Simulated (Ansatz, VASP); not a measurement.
**One calculation of Co, two programs**

The input INCAR:

```
PREC     = Accurate       # precision mode
ENCUT    = 520            # plane-wave cutoff, eV
EDIFF    = 1E-6           # SCF threshold, eV
ISMEAR   = 0              # smearing method
SIGMA    = 0.15           # smearing width, eV
LREAL    = F              # projectors in reciprocal space
LASPH    = T              # aspherical terms in the spheres
NELM     = 150            # most SCF steps
ALGO     = Fast           # electronic algorithm
ISIF     = 2              # what is computed and relaxed
LWAVE    = F              # write WAVECAR
LCHARG   = F              # write CHGCAR
ISPIN    = 2              # spin polarisation
MAGMOM   = 1.8 1.8        # initial moments
LORBIT   = 11             # projections on sites
LMAXMIX  = 4              # l up to which the mixer works
GGA      = PS             # functional
NBANDS   = 20             # bands
```

The input KPOINTS:

```
Automatic mesh
0
Gamma
  30 30 16
```

File POSCAR:

```
Co
1.0
    2.5931608456      0.0000000000      0.0000000000
   -1.2965804228      2.2457431684      0.0000000000
    0.0000000000      0.0000000000      3.5618743366
Co
2
Direct
    0.6666666667      0.3333333333      0.2500000000
    0.3333333333      0.6666666667      0.7500000000
```

Input for Ansatz:

```yaml
crystal:
  lattice:
    - [2.5931608456, 0.0, 0.0]
    - [-1.2965804228, 2.2457431684, 0.0]
    - [0.0, 0.0, 3.5618743366]
  atoms:
    - { symbol: Co, position: [0.6666666667, 0.3333333333, 0.25], spin: 1.8 }
    - { symbol: Co, position: [0.3333333333, 0.6666666667, 0.75], spin: 1.8 }
basis:
  ecutwfc: 420
kpoints:
  mp_grid: { grid: [30, 30, 16] }
hamiltonian:
  xc: pbesol
scf:
  occupations: { method: gaussian, width: 0.15 }
output:
  forces: true
  stress: true
  eigenvalues: true
  populations: true
magnetization:
  spin_polarized: true
```

Alike in both runs: task single point; functional PBEsol; k mesh 30 × 30 × 16; occupations gaussian, width 0.15 eV; collinear spin.

|  | VASP | Ansatz |
| --- | --- | --- |
| version | VASP 6.6.1 | Ansatz 0.2.0 |
| potentials or method | VASP PAW PBE potentials, release 64 (Co), cutoff 520 eV | scalar-relativistic, plane waves, PAW |
| valence electrons in the cell | 18 | 34 |

VASP gave:

```
gap on the k mesh at the Fermi level (eV)                     : none
pressure (GPa)                                                : 4.6
traceless stress, the component that is largest in VASP (GPa) : 28.49
net moment per atom (μB)                                      : 1.49
size of the moment on the site where the two differ most (μB) : 1.50
```

Estimate Ansatz's values.

gap on the k mesh at the Fermi level (eV): none; pressure (GPa): 5.5; traceless stress, the component that is largest in VASP (GPa): 29.43; net moment per atom (μB): 1.49; size of the moment on the site where the two differ most (μB): 1.55.

VASP's potentials were made for PBE, not for PBEsol. Site moments also hang on the region over which each program counts them. A gap of «none» marks a metal or a gap that the smearing closes. VASP's potentials hold 18 valence electrons a cell and Ansatz's 34, so a difference there can come from the potentials and not from the codes.
